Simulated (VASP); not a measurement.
Set up this calculation in VASP 6.6.1, as the native input.

| Property | Result |
| --- | --- |
| Task | single point |
| Functional | PBE |
| Potentials or basis | VASP PAW PBE potentials, release 64 (Al) |
| Cutoff | 500 eV |
| k mesh | 9 × 9 × 2 |
| Occupations | gaussian, width 0.1 eV |
| Spin | no spin polarisation |
| Dipole correction | no |
| Further INCAR settings | ALGO = Normal; EDIFF = 1e-06; NBANDS = 14 |

The structure of Al lies in POSCAR:

```
Al
1.0
    2.8270770242      0.0000000000      0.0000000000
   -1.4135385121      2.4483205214      0.0000000000
    0.0000000000      0.0000000000      9.1859930700
Al
4
Direct
    0.0000000000      0.0000000000      0.0000000000
    0.3333333300      0.6666666700      0.2500000000
    0.0000000000      0.0000000000      0.5000000000
    0.6666666700      0.3333333300      0.7500000000
```

These files were run (other wordings do the same):

INCAR

```
  ALGO = Normal
  EDIFF = 1E-6
  ENCUT = 500
  GGA = PE
  GGA_COMPAT = F
  ISIF = 2
  ISMEAR = 0
  LASPH = T
  LCHARG = F
  LREAL = F
  LWAVE = F
  NBANDS = 14
  NELM = 120
  PREC = Accurate
  SIGMA = 0.1
```

KPOINTS

```
k-points
0
Gamma
  9 9 2
```

Potentials or basis: VASP PAW PBE potentials, release 64 (Al).

Command:

```console
$ cat potpaw_PBE.64/Al/POTCAR > POTCAR
$ mpirun -np 1 vasp_std > vasp.out
```

It gave:

```json
{
  "Pressure": "3.4 GPa",
  "Band gap on the k mesh": "zero (band 6 reaches 12.44 eV, above the bottom of band 7 at 7.02 eV)"
}
```

It took 19 s on 1 thread of AMD EPYC 7R43 64-Core Processor (Zen 3) (shared host), peak memory 0.15 GiB.
